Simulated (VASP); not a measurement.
Set up this calculation in VASP 6.6.1, as the native input.

| Quantity | Value |
| --- | --- |
| Task | single point |
| Functional | r2SCAN |
| Potentials or basis | VASP PAW PBE potentials, release 64 (O, Cd_sv_GW, S) |
| Cutoff | 770 eV |
| k mesh | 6 × 6 × 4 |
| Occupations | fermi-dirac, width 0.02 eV |
| Spin | no spin polarisation |
| Dipole correction | no |
| Further INCAR settings | ALGO = Normal; EDIFF = 1e-06; NBANDS = 34 |

Crystal: Cd2SO.

```
O Cd S
1.0
     3.95777    0.00000    0.00000
     0.00000    3.95777    0.00000
     0.00000    0.00000    5.34040
O Cd S
1 2 1
Direct
  0.00000 0.00000 0.00000
  0.00000 0.50000 0.79685
  0.50000 0.00000 0.20315
  0.50000 0.50000 0.50000
```

The input as run:

POSCAR

```
Cd2SO
1.0
    3.9577746639      0.0000000000      0.0000000000
    0.0000000000      3.9577746639      0.0000000000
    0.0000000000      0.0000000000      5.3404015078
O Cd S
1 2 1
Direct
    0.0000000000      0.0000000000      0.0000000000
    0.0000000000      0.5000000000      0.7968472731
    0.5000000000      0.0000000000      0.2031527269
    0.5000000000      0.5000000000      0.5000000000
```

INCAR.step1

```
SYSTEM = Cd2SO
ALGO     = Normal         ! electronic algorithm
EDIFF    = 1E-5           ! SCF threshold, eV
ENCUT    = 770            ! plane-wave cutoff, eV
GGA      = PE             ! functional
GGA_COMPAT= .FALSE.      
ISMEAR   = -1             ! smearing method
LASPH    = .TRUE.         ! aspherical terms in the spheres
LCHARG   = .FALSE.        ! write CHGCAR
LREAL    = .FALSE.        ! projectors in reciprocal space
LWAVE    = .TRUE.         ! write WAVECAR
NBANDS   = 34             ! bands
NELM     = 120            ! most SCF steps
PREC     = Accurate       ! precision mode
SIGMA    = 0.02           ! smearing width, eV
```

INCAR.step2

```
SYSTEM = Cd2SO
ALGO     = Normal         ! electronic algorithm
EDIFF    = 1E-6           ! SCF threshold, eV
ENCUT    = 770            ! plane-wave cutoff, eV
GGA_COMPAT= .FALSE.      
ISIF     = 2              ! what is computed and relaxed
ISMEAR   = -1             ! smearing method
ISTART   = 1            
LASPH    = .TRUE.         ! aspherical terms in the spheres
LCHARG   = .FALSE.        ! write CHGCAR
LMIXTAU  = .TRUE.       
LREAL    = .FALSE.        ! projectors in reciprocal space
LWAVE    = .FALSE.        ! write WAVECAR
METAGGA  = R2SCAN         ! meta-GGA
NBANDS   = 34             ! bands
NELM     = 120            ! most SCF steps
PREC     = Accurate       ! precision mode
SIGMA    = 0.02           ! smearing width, eV
```

KPOINTS

```
k-points
0
G
  6 6 4
  0 0 0
```

Potentials or basis: VASP PAW PBE potentials, release 64 (O, Cd_sv_GW, S).

Launch:

```sh
$ cat potpaw_PBE.64/O/POTCAR potpaw_PBE.64/Cd_sv_GW/POTCAR potpaw_PBE.64/S/POTCAR > POTCAR
$ cp INCAR.step1 INCAR
$ mpirun -np 1 vasp_std > vasp.out
$ cp INCAR.step2 INCAR
$ mpirun -np 1 vasp_std > vasp.out
```

Results of the run:

```json
{
  "Pressure": "-2.5 GPa",
  "Largest force": "0.031 eV/Å",
  "Band gap on the k mesh": "0.35 eV"
}
```

Caveat: semilocal functionals underestimate gaps, and a narrow one can read as zero; the PAW data sets were made with another functional, which shifts forces and pressure a little.

Run time: 8.2 min on 1 thread of Intel(R) Xeon(R) Platinum 8259CL CPU @ 2.50GHz (Skylake/Cascade Lake) (shared host), peak memory 0.36 GiB.
